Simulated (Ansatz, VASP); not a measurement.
Two plane-wave programs on HfO2

The input POSCAR:

```
HfO2
1.0
    3.5768243322      0.0000000000      0.0000000000
    0.0000000000      3.5768243322      0.0000000000
    0.0000000000      0.0000000000      5.7879747735
Hf O
2 4
Direct
    0.5000000000      0.5000000000      0.5000000000
    0.0000000000      0.0000000000      0.0000000000
    0.0000000000      0.5000000000      0.6961635346
    0.5000000000      0.0000000000      0.8038364654
    0.5000000000      0.0000000000      0.3038364654
    0.0000000000      0.5000000000      0.1961635346
```

INCAR.step1

```
SYSTEM = HfO2
PREC = Accurate ; ENCUT = 520
ISMEAR = 0 ; SIGMA = 0.05
LREAL = .FALSE. ; LASPH = .TRUE.
NELM = 80 ; NBANDS = 31
GGA = PE ; ALGO = Normal
EDIFF = 1E-4 ; LWAVE = .TRUE.
LCHARG = .FALSE.
```

INCAR.step2

```
SYSTEM = HfO2
PREC = Accurate ; ENCUT = 520
EDIFF = 1E-6 ; ISMEAR = 0
SIGMA = 0.05 ; LREAL = .FALSE.
LASPH = .TRUE. ; NELM = 80
ALGO = Normal ; ISIF = 2
LWAVE = .FALSE. ; LCHARG = .FALSE.
METAGGA = R2SCAN ; LMIXTAU = .TRUE.
NBANDS = 31 ; ISTART = 1
```

KPOINTS

```
regular mesh
0
G
  6 6 6
  0 0 0
```

Input for Ansatz:

```yaml
crystal:
  lattice:
    - [3.5768243322, 0.0, 0.0]
    - [0.0, 3.5768243322, 0.0]
    - [0.0, 0.0, 5.7879747735]
  atoms:
    - { symbol: Hf, position: [0.5, 0.5, 0.5] }
    - { symbol: Hf, position: [0.0, 0.0, 0.0] }
    - { symbol: O, position: [0.0, 0.5, 0.6961635346] }
    - { symbol: O, position: [0.5, 0.0, 0.8038364654] }
    - { symbol: O, position: [0.5, 0.0, 0.3038364654] }
    - { symbol: O, position: [0.0, 0.5, 0.1961635346] }
basis:
  ecutwfc: 500
kpoints:
  mp_grid: { grid: [6, 6, 6] }
hamiltonian:
  xc: r2scan
scf:
  occupations: { method: gaussian, width: 0.05 }
output:
  forces: true
  stress: true
  eigenvalues: true
```

Change from the starting cell: strain +0.1125 x Voigt [0, 0, 1, 0, 0, 0], atoms carried along.

Alike in both runs: task single point; functional r2SCAN; k mesh 6 × 6 × 6; occupations gaussian, width 0.05 eV; no spin polarisation.

|  | VASP | Ansatz |
| --- | --- | --- |
| version | VASP 6.6.1 | Ansatz 0.2.0 |
| potentials or method | VASP PAW PBE potentials, release 64 (Hf_pv, O), cutoff 520 eV | scalar-relativistic, plane waves, PAW |
| valence electrons in the cell | 44 | 76 |

```tsv
	VASP	Ansatz	Ansatz less VASP
gap on the k mesh at the Fermi level (eV)	4.50	4.54	+0.043
least direct gap on the mesh (eV)	4.52	4.56	+0.041
pressure (GPa)	-22.9	-20.2	+2.74
traceless stress, the component that is largest in VASP (GPa)	-19.60	-19.47	+0.138
rms of the force components (eV/Å)	0.610	0.571	-0.0392
```

VASP's potentials were made for PBE, not for r2SCAN. Atom by atom the forces differ by 0.039 eV/Å (rms over components). VASP's potentials hold 44 valence electrons a cell and Ansatz's 76, so a difference there can come from the potentials and not from the codes.

Neither program's run includes spin-orbit coupling.
